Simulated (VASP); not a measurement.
# K3Zr2S (P-3m1) in VASP: further runs, part 4 of 4

VASP 6.6.1.

## (5) Single point, PBE, collinear spin

INCAR reads:

```
SYSTEM = K3Zr2S
PREC     = Accurate       ! precision mode
ENCUT    = 520            ! plane-wave cutoff, eV
EDIFF    = 1E-7           ! SCF threshold, eV
ISMEAR   = 0              ! smearing method
SIGMA    = 0.1            ! smearing width, eV
LREAL    = .False.        ! projectors in reciprocal space
LASPH    = .True.         ! aspherical terms in the spheres
NELM     = 150            ! most SCF steps
ALGO     = Normal         ! electronic algorithm
ISIF     = 2              ! what is computed and relaxed
LWAVE    = .False.        ! write WAVECAR
LCHARG   = .False.        ! write CHGCAR
ISPIN    = 2              ! spin polarisation
MAGMOM   = 0 0 0 1 1 0    ! initial moments
LORBIT   = 11             ! projections on sites
LMAXMIX  = 4              ! l up to which the mixer works
GGA      = PE             ! functional
NBANDS   = 42             ! bands
```

KPOINTS reads:

```
regular mesh
0
Gamma
  6 6 2
  0 0 0
```

POSCAR reads:

```
K3Zr2S
1.0
    5.2758537607      0.0000000000      0.0000000000
   -2.6379268803      4.5690233834      0.0000000000
    0.0000000000      0.0000000000      8.6127821193
K Zr S
3 2 1
Direct
    0.3333333333      0.6666666667      0.1148030910
    0.6666666667      0.3333333333      0.8851969090
    0.0000000000      0.0000000000      0.5000000000
    0.3333333333      0.6666666667      0.5682907657
    0.6666666667      0.3333333333      0.4317092343
    0.0000000000      0.0000000000      0.0000000000
```

Potentials or basis: VASP PAW PBE potentials, release 64 (K_sv, Zr_sv, S).

Run with:

```
$ cat potpaw_PBE.64/K_sv/POTCAR potpaw_PBE.64/Zr_sv/POTCAR potpaw_PBE.64/S/POTCAR > POTCAR
$ mpirun -np 1 vasp_std > vasp.out
```

OUTCAR:

```text
SYSTEM = K3Zr2S
   PREC = Accurate
   ENCUT = 520
   EDIFF = 1E-7
   ISMEAR = 0
   LREAL = .False.
   LASPH = .True.
   NELM = 150
   ISIF = 2
   ISPIN = 2
   LORBIT = 11
   GGA = PE

 ion  position               nearest neighbor table
   1  0.333  0.667  0.115-   6 3.20   6 3.20   6 3.20   2 3.63   2 3.63   2 3.63
   2  0.667  0.333  0.885-   6 3.20   6 3.20   6 3.20   1 3.63   1 3.63   1 3.63
   3  0.000  0.000  0.500-   4 3.10   5 3.10   4 3.10   5 3.10   5 3.10   4 3.10
   4  0.333  0.667  0.568-   3 3.10   3 3.10   3 3.10   5 3.27   5 3.27   5 3.27
   5  0.667  0.333  0.432-   3 3.10   3 3.10   3 3.10   4 3.27   4 3.27   4 3.27
   6  0.000  0.000  0.000-   1 3.20   2 3.20   1 3.20   2 3.20   2 3.20   1 3.20

  LATTYP: Found a hexagonal cell.
 ALAT       =     5.2758537607
 C/A-ratio  =     1.6324906849

  Lattice vectors:

 A1 = (   5.2758537607,   0.0000000000,   0.0000000000)
 A2 = (  -2.6379268803,   4.5690233834,   0.0000000000)
 A3 = (   0.0000000000,   0.0000000000,   8.6127821193)

Analysis of symmetry for initial positions (statically):
=====================================================================
 Subroutine PRICEL returns:
 Original cell was already a primitive cell.

 Routine SETGRP: Setting up the symmetry group for a
 hexagonal supercell.

 Subroutine GETGRP returns: Found 12 space group operations
 (whereof 12 operations were pure point group operations)
 out of a pool of 24 trial point group operations.

The static configuration has the point symmetry D_3d.

Analysis of symmetry for dynamics (positions and initial velocities):
=====================================================================
 Subroutine PRICEL returns:
 Original cell was already a primitive cell.

 Routine SETGRP: Setting up the symmetry group for a
 hexagonal supercell.

 Subroutine GETGRP returns: Found 12 space group operations
 (whereof 12 operations were pure point group operations)
 out of a pool of 24 trial point group operations.

The dynamic configuration has the point symmetry D_3d.
[... 169 lines left out ...]
  band No.  band energies     occupation
      1     -47.1073      1.00000
      2     -47.0525      1.00000
      3     -28.5126      1.00000
      4     -28.0040      1.00000
      5     -27.9529      1.00000
      6     -25.3387      1.00000
[... 591 lines left out ...]
     39       4.6434      0.00000
     40       7.3005      0.00000
 Fermi energy:         2.3400808861

 spin component 2

 k-point     1 :       0.0000    0.0000    0.0000
  band No.  band energies     occupation
      1     -46.5895      1.00000
      2     -46.5362      1.00000
      3     -28.4752      1.00000
      4     -27.9883      1.00000
      5     -27.9370      1.00000
      6     -24.6459      1.00000
[... 591 lines left out ...]
     39       5.3885      0.00000
     40       7.5088      0.00000
 [bands above 40 left out]

------------------------ aborting loop because EDIFF is reached ----------------------------------------

  FORCE on cell =-STRESS in cart. coord.  units (eV):
  Direction    XX          YY          ZZ          XY          YZ          ZX
  --------------------------------------------------------------------------------------
  -------------------------------------------------------------------------------------
  Total        2.1240750      2.1240750     -0.9018722      0.0000000      0.0000000      0.0000000
  in kB       16.3915805     16.3915805     -6.9597875      0.0000000      0.0000000      0.0000000
  external PRESSURE =       8.6077912 kB  Pullay stress =       0.0000000 kB

 VOLUME and BASIS-vectors are now :
 -----------------------------------------------------------------------------
  energy-cutoff  :      520.00
  volume of cell :      207.62
      direct lattice vectors                 reciprocal lattice vectors
     5.275853761  0.000000000  0.000000000     0.189542782  0.109432576  0.000000000
    -2.637926880  4.569023383  0.000000000     0.000000000  0.218865153  0.000000000
     0.000000000  0.000000000  8.612782119     0.000000000  0.000000000  0.116106501

 POSITION                                       TOTAL-FORCE (eV/Angst)
 -----------------------------------------------------------------------------------
     -0.00000      3.04602      0.98877         0.000000      0.000000      0.065448
      2.63793      1.52301      7.62401        -0.000000      0.000000     -0.065448
      0.00000      0.00000      4.30639         0.000000      0.000000      0.000000
     -0.00000      3.04602      4.89456        -0.000000      0.000000     -0.416150
      2.63793      1.52301      3.71822         0.000000      0.000000      0.416150
      0.00000      0.00000      0.00000         0.000000      0.000000      0.000000
 -----------------------------------------------------------------------------------
    total drift:                               -0.000000      0.000000      0.000000

  FREE ENERGIE OF THE ION-ELECTRON SYSTEM (eV)
  ---------------------------------------------------
  free  energy   TOTEN  =       -20.0818155739 eV

  energy  without entropy=      -20.0548565775  energy(sigma->0) =      -20.06833608

 total charge

# of ion       s       p       d       tot
------------------------------------------
    1        1.968   5.575   0.034   7.577
    2        1.968   5.575   0.034   7.577
    3        2.004   5.541   0.123   7.669
    4        2.249   5.892   1.679   9.820
    5        2.249   5.892   1.679   9.820
    6        1.331   2.335   0.000   3.667
--------------------------------------------------
tot         11.769  30.811   3.549  46.130

 magnetization (x)

# of ion       s       p       d       tot
------------------------------------------
    1        0.002   0.006   0.005   0.013
    2        0.002   0.006   0.005   0.013
    3        0.001   0.019   0.013   0.034
    4        0.010   0.020   0.816   0.845
    5        0.010   0.020   0.816   0.845
    6        0.002   0.007   0.000   0.009
--------------------------------------------------
tot          0.027   0.079   1.654   1.760
```

OSZICAR:

```text
N       E                     dE             d eps       ncg     rms          rms(c)
DAV:   1     0.495390603280E+03    0.49539E+03   -0.26519E+04  2352   0.121E+03
DAV:   2     0.210375296833E+02   -0.47435E+03   -0.46028E+03  2706   0.370E+02
[... 13 lines left out ...]
DAV:  16    -0.200817151474E+02   -0.42535E-03   -0.50597E-04  2844   0.724E-02    0.345E-02
DAV:  17    -0.200817930780E+02   -0.77931E-04   -0.14846E-04  3408   0.358E-02    0.170E-02
DAV:  18    -0.200818111022E+02   -0.18024E-04   -0.39924E-05  3158   0.186E-02    0.813E-03
DAV:  19    -0.200818150060E+02   -0.39038E-05   -0.73938E-06  3310   0.882E-03    0.347E-03
DAV:  20    -0.200818156340E+02   -0.62801E-06   -0.22495E-06  3120   0.430E-03    0.154E-03
DAV:  21    -0.200818155739E+02    0.60111E-07   -0.22496E-07  2562   0.148E-03
   1 F= -.20081816E+02 E0= -.20068336E+02  d E =-.269590E-01  mag=     3.3323
```

Wall time 6.1 min (1 thread of Intel Xeon Platinum 8124M at 3.00GHz (Skylake/Cascade Lake), shared host); peak memory 0.5 GiB.

Results:

| Item | Value |
| --- | --- |
| Free energy | -20.0818 eV |
| Pressure | 0.9 GPa |
| Largest force | 0.416 eV/Å |
| Net moment | 3.33 μB per cell |
| Site moments | K +0.01, +0.03 (each value once); Zr +0.84; S +0.01 μB |
| Valence electrons inside the program's atomic spheres | K 7.58, 7.67 (each value once); Zr 9.82; S 3.67 |

Forces in eV/Å, atoms in the order of the input:
```
K    0.000  0.000  0.065
K    0.000  0.000 -0.065
K    0.000  0.000  0.000
Zr   0.000  0.000 -0.416
Zr   0.000  0.000  0.416
S    0.000  0.000  0.000
```

Stress tensor (GPa, compression positive):
```
 1.64  0.00  0.00
 0.00  1.64  0.00
 0.00  0.00 -0.70
```

Caveat: the k points lie up to 0.36 Å⁻¹ apart.

## (6) The runs side by side

```csv
task,spin,cell,cutoff (eV),gap on the mesh (eV),pressure (GPa),largest force (eV/Å)
single point,off,"a = 5.276, b = 5.276, c = 8.613 Å, angles 90.0, 90.0, 120.0°, 6 atoms, atomic positions A",520,none,0.3,0.02
single point,off,"a = 4.154, b = 4.154, c = 10.168 Å, angles 90.0, 90.0, 120.0°, 6 atoms, atomic positions B",520,none,7.5,1.74
relaxation of cell and atoms,off,"relaxed from a = 4.154, b = 4.154, c = 10.168 Å, angles 90.0, 90.0, 120.0°, 6 atoms, atomic positions B",600,none,0.1,0.01
single point,collinear,"a = 5.276, b = 5.276, c = 8.613 Å, angles 90.0, 90.0, 120.0°, 6 atoms, atomic positions A",520,none,0.9,0.42
```

Alike in all rows: level PBE; potentials or basis VASP PAW PBE potentials, release 64 (K_sv, Zr_sv, S); k mesh 6 × 6 × 2; smearing gaussian 0.1 eV.

Caveats: some runs use coarse meshes; the cell stands under pressure (at least some runs); forces of over 1 eV/Å act on the atoms, so gaps and moduli don't describe the material at rest (at least some runs).

Total energies depend on the potentials used, so only differences within one code and one set of settings carry meaning.
